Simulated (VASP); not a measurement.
CuO:

```
CELL_PARAMETERS angstrom
0.00000 2.11656 2.11656
2.11656 0.00000 2.11656
2.11656 2.11656 0.00000
ATOMIC_POSITIONS crystal
Cu 0.02950 0.02810 0.90803
O 0.47050 0.47190 0.59197
```

- Program: VASP 6.6.1
- Task: relaxation of cell and atoms
- Functional: PBE
- Potentials or basis: VASP PAW PBE potentials, release 64 (Cu, O)
- Cutoff: 600 eV
- k mesh: 9 × 9 × 9
- Occupations: fermi-dirac, width 0.05 eV
- Spin: no spin polarisation

At the start: pressure 19.1 GPa; volume 9.48 Å³/atom.

**Question.** How do energy, volume and symmetry change on relaxing?

**Answer.** Over 23 steps the energy falls by 217.6 meV/atom and the volume is 9.56 Å³/atom (+0.8 %); space group R3m (No. 160, to 0.1 Å) before, Fm-3m (No. 225, to 0.1 Å).

Step by step:
```tsv
step	energy change (eV)	largest force (eV/Å)	pressure (GPa)	volume (Å³)
1	0.0000	1.0675	19.13	18.96
2	-0.1037	0.3947	-11.93	22.24
3	-0.1495	0.6071	-3.35	20.95
4	-0.2020	0.7854	-4.29	20.67
5	-0.3703	0.5715	-4.68	19.85
6	-0.1941	1.3383	14.65	18.23
7	-0.4080	0.2020	-2.34	19.39
8	-0.4105	0.0148	-1.04	19.23
9	-0.4107	0.0510	-1.36	19.26
10	-0.4214	0.1590	3.88	18.73
11	-0.4221	0.1148	2.81	18.83
12	-0.4326	0.1311	-0.11	19.14
13	-0.4329	0.1349	-0.70	19.20
14	-0.4348	0.0431	0.22	19.10
15	-0.4349	0.0257	0.34	19.08
16	-0.4351	0.0044	-0.31	19.15
17	-0.4351	0.0047	-0.19	19.14
18	-0.4351	0.0077	-0.03	19.12
19	-0.4351	0.0139	0.10	19.11
20	-0.4352	0.0081	0.00	19.12
21	-0.4352	0.0067	-0.04	19.12
22	-0.4352	0.0005	0.07	19.11
23	-0.4352	0.0011	-0.04	19.11
```

Final structure:
```
Cu O
1.0
     0.00047    2.12289    2.12225
     2.12325    0.00063    2.12209
     2.12191    2.12184    0.00046
Cu O
1 1
Direct
  0.00000 0.99999 0.99999
  0.50000 0.50001 0.50001
```

Caveat: an odd number of electrons without spin polarisation forces a metal; a magnetic or distorted state may lie lower.
